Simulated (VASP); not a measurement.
InSe: single point with PBE+D3(BJ)

**The experiment to reproduce.**

“The Interaction of Hydrogen with the van der Waals Crystal γ-InSe”, 2020, pmc:7321205 reports, for a bulk crystal of InSe at 300 K: band gap 1.25 eV.

InSe:

```
In Se
1.0
     2.01820    1.16521    8.30333
    -2.01820    1.16521    8.30333
     0.00000   -2.33041    8.30333
In Se
2 2
Direct
  0.00005 0.00005 0.00005
  0.11218 0.11218 0.11218
  0.61514 0.61514 0.61514
  0.83034 0.83034 0.83034
```

```yaml
Program: VASP 6.6.1
Task: single point
Functional: PBE
Dispersion: D3(BJ)
Potentials_or_basis: VASP PAW PBE potentials, release 64 (In_d, Se)
Cutoff: 520 eV
k_mesh: 12 × 12 × 12
Occupations: gaussian, width 0.03 eV
Spin: no spin polarisation
Dipole_correction: no
Further_INCAR_settings: ALGO = Normal; EDIFF = 1e-07; NBANDS = 27
```

| Property | Result |
| --- | --- |
| Pressure | 0.0 GPa |
| Largest force | 0.013 eV/Å |
| Band gap on the k mesh | 0.29 eV |
| Dispersion energy per atom | -0.300 eV |

Forces on the atoms (eV/Å):
```
In   0.000  0.000  0.012
In   0.000  0.000 -0.012
Se   0.000  0.000 -0.013
Se   0.000  0.000  0.013
```

Levels at points of the mesh, in eV from the valence-band top:
```csv
k point,band 15,band 16,band 17,band 18,band 19,band 20,band 21,band 22,band 23,band 24
"(0.00, 0.00, 0.00)",-1.60,-1.39,-1.39,-1.25,-1.25,1.68,2.00,4.24,4.24,5.09
"(0.50, 0.00, 0.00)",-3.50,-2.44,-2.39,-2.22,-1.68,1.10,1.92,3.65,3.95,4.65
"(0.50, 0.50, 0.00)",-3.24,-2.68,-2.55,-2.03,-1.52,1.06,1.94,3.28,3.51,4.19
"(0.50, 0.50, 0.50)",-1.46,-1.46,-1.17,-1.17,0.00,0.29,2.08,4.14,4.14,5.52
```

Wall time 37 min on 1 thread of Intel(R) Xeon(R) Platinum 8259CL CPU @ 2.50GHz (Skylake/Cascade Lake), on a shared host, peak memory 0.88 GiB.

Measured gap of InSe: 1.25 eV (300 K; “The Interaction of Hydrogen with the van der Waals Crystal γ-InSe”, 2020, pmc:7321205). This calculation gives 0.29 eV (-0.96 eV). Spin-orbit coupling on In, Se is left out. The value is that of PBE+D3(BJ) on a finite k mesh, which can miss the band edges, without temperature or zero-point motion. Semilocal functionals fall short of measured gaps as a rule.

Caveat: spin-orbit coupling is left out, which moves the levels of the heavy elements.
